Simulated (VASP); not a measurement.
Runs of VASP 6.6.1 on Al2BP3. The structure is that of space group P6_3mc (No. 186), or close to it. The cells are those of the table. 

| task | cell | k mesh | cutoff (eV) | smearing | gap on the mesh (eV) | pressure (GPa) | largest force (eV/Å) |
| --- | --- | --- | --- | --- | --- | --- | --- |
| single point | a = 3.652, b = 3.652, c = 18.495 Å, angles 90.0, 90.0, 120.0°, 12 atoms | 12 × 12 × 2 | 520 | gaussian 0.02 eV | 0.92 | (a) | 0.01 |
| single point | a = 3.654, b = 3.654, c = 18.476 Å, angles 90.0, 90.0, 120.0°, 12 atoms | 6 × 6 × 1 | 520 | gaussian 0.1 eV | 0.92 | 0.0 | 0.02 |
| single point | a = 3.595, b = 3.595, c = 17.702 Å, angles 90.0, 90.0, 120.0°, 12 atoms | 6 × 6 × 1 | 520 | gaussian 0.1 eV | 1.04 | 12.1 | (b) |
| relaxation of cell and atoms | relaxed from a = 3.595, b = 3.595, c = 17.702 Å, angles 90.0, 90.0, 120.0°, 12 atoms | 6 × 6 × 1 | 600 | gaussian 0.1 eV | 0.92 | 0.0 | 0.01 |

Alike in all rows: level PBE; potentials or basis VASP PAW PBE potentials, release 64 (Al, B, P); no spin polarisation.

Fill in the values left out.

(a) -0.1; (b) 3.62.

Caveats: forces of over 1 eV/Å act on the atoms, so gaps and moduli don't describe the material at rest (some runs).

A k mesh can miss the band edges.
